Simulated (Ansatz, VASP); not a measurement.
## One calculation of Mg2Si, two programs

```
Mg Si
1.0
     0.00000    3.11705    3.11705
     3.11705    0.00000    3.11705
     3.11705    3.11705    0.00000
Mg Si
2 1
Direct
  0.25000 0.25000 0.25000
  0.75000 0.75000 0.75000
  0.00000 0.00000 0.00000
```

Alike in both runs: task single point; functional PBE; k mesh 6 × 6 × 6; no spin polarisation.

```csv
,VASP,Ansatz
version,VASP 6.6.1,Ansatz 0.2.0
potentials or method,"VASP PAW PBE potentials, release 64 (Mg, Si)","plane waves, PAW"
plane-wave cutoff (eV),600,420
occupations,"gaussian, width 0.01 eV",fixed
valence electrons in the cell,8,24
```

|  | VASP | Ansatz | Ansatz less VASP |
| --- | --- | --- | --- |
| gap on the k mesh at the Fermi level (eV) | 0.13 | 0.13 | +0.003 |
| pressure (GPa) | 3.7 | 3.8 | +0.12 |

VASP's potentials hold 8 valence electrons a cell and Ansatz's 24, so a difference there can come from the potentials and not from the codes.
